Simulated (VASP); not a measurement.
Set up this calculation in VASP 6.6.1, as the native input.

```
Task                   : single point
Functional             : r2SCAN
Dispersion             : D3(BJ)
Potentials or basis    : VASP PAW PBE potentials, release 64 (N)
Cutoff                 : 520 eV
k mesh                 : 4 × 4 × 3
Occupations            : gaussian, width 0.01 eV
Spin                   : no spin polarisation
Dipole correction      : no
Further INCAR settings : ALGO = Normal; EDIFF = 1e-06; NBANDS = 18
```

The system is N.

```
N
1.0
     4.11111    0.00000    0.00000
     0.00000    4.11111    0.00000
     0.00000    0.00000    5.38132
N
4
Direct
  0.90428 0.90428 0.00000
  0.59572 0.40428 0.50000
  0.09572 0.09572 0.00000
  0.40428 0.59572 0.50000
```

One way to write it, as run:

POSCAR

```
N
1.0
    4.1111095263      0.0000000000      0.0000000000
    0.0000000000      4.1111095263      0.0000000000
    0.0000000000      0.0000000000      5.3813176808
N
4
Direct
    0.9042752000      0.9042752000      0.0000000000
    0.5957248000      0.4042752000      0.5000000000
    0.0957248000      0.0957248000      0.0000000000
    0.4042752000      0.5957248000      0.5000000000
```

INCAR.step1

```
PREC = Accurate
ENCUT = 520
ISMEAR = 0
SIGMA = 0.01
LREAL = F
LASPH = T
NELM = 80
NBANDS = 18
GGA = PE
ALGO = Normal
EDIFF = 1E-4
LWAVE = T
LCHARG = F
```

INCAR.step2

```
PREC = Accurate
ENCUT = 520
EDIFF = 1E-6
ISMEAR = 0
SIGMA = 0.01
LREAL = F
LASPH = T
NELM = 80
ALGO = Normal
ISIF = 2
LWAVE = F
LCHARG = T
METAGGA = R2SCAN
LMIXTAU = T
IVDW = 12
LELF = T
LVHAR = T
VDW_S6 = 1.0
VDW_S8 = 0.78981345
VDW_A1 = 0.49484001
VDW_A2 = 5.73083694
NBANDS = 18
ISTART = 1
```

KPOINTS

```
regular mesh
0
Gamma
  4 4 3
```

Potentials or basis: VASP PAW PBE potentials, release 64 (N).

Launch:

```sh
$ cat potpaw_PBE.64/N/POTCAR > POTCAR
$ cp INCAR.step1 INCAR
$ mpirun -np 1 vasp_std > vasp.out
$ cp INCAR.step2 INCAR
$ mpirun -np 1 vasp_std > vasp.out
```

It gave:

| Property | Result |
| --- | --- |
| Pressure | -1.7 GPa |
| Largest force | 0.985 eV/Å |
| Band gap on the k mesh | 7.52 eV, indirect (least direct gap 7.71 eV) |
| Dispersion energy per atom | -0.029 eV |

Caveat: the standard files for N, O and F lose accuracy on very short bonds; three body term missing; the PAW data sets were made with another functional, which shifts forces and pressure a little.

Run time: 28 s on 1 thread of Intel(R) Xeon(R) 6975P-C (Granite Rapids) (shared host), peak memory 0.19 GiB.
